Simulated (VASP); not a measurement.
A run of VASP 6.6.1 is set up as follows.

File INCAR:

```
PREC     = Accurate       # precision mode
ENCUT    = 520            # plane-wave cutoff, eV
EDIFF    = 1E-7           # SCF threshold, eV
ISMEAR   = -1             # smearing method
SIGMA    = 0.05           # smearing width, eV
LREAL    = False          # projectors in reciprocal space
LASPH    = True           # aspherical terms in the spheres
NELM     = 100            # most SCF steps
ALGO     = Normal         # electronic algorithm
ISIF     = 2              # what is computed and relaxed
LWAVE    = False          # write WAVECAR
LCHARG   = False          # write CHGCAR
GGA      = PE             # functional
NBANDS   = 12             # bands
```

File KPOINTS:

```
regular mesh
0
Gamma
  16 16 16
```

POSCAR

```
Ta
1.0
    0.0000000000      2.1050905935      2.1050905935
    2.1050905935      0.0000000000      2.1050905935
    2.1050905935      2.1050905935      0.0000000000
Ta
1
Direct
    0.0000000000      0.0000000000      0.0000000000
```

Potentials or basis: VASP PAW PBE potentials, release 64 (Ta_pv).

Run with:

```console
$ cat potpaw_PBE.64/Ta_pv/POTCAR > POTCAR
$ mpirun -np 1 vasp_std > vasp.out
```

(1) Estimate the pressure.

## Answers

(1) 2.0 GPa.

Caveat: the cell differs from its parent crystal (volume scaled by 0.99, to set the pressure).
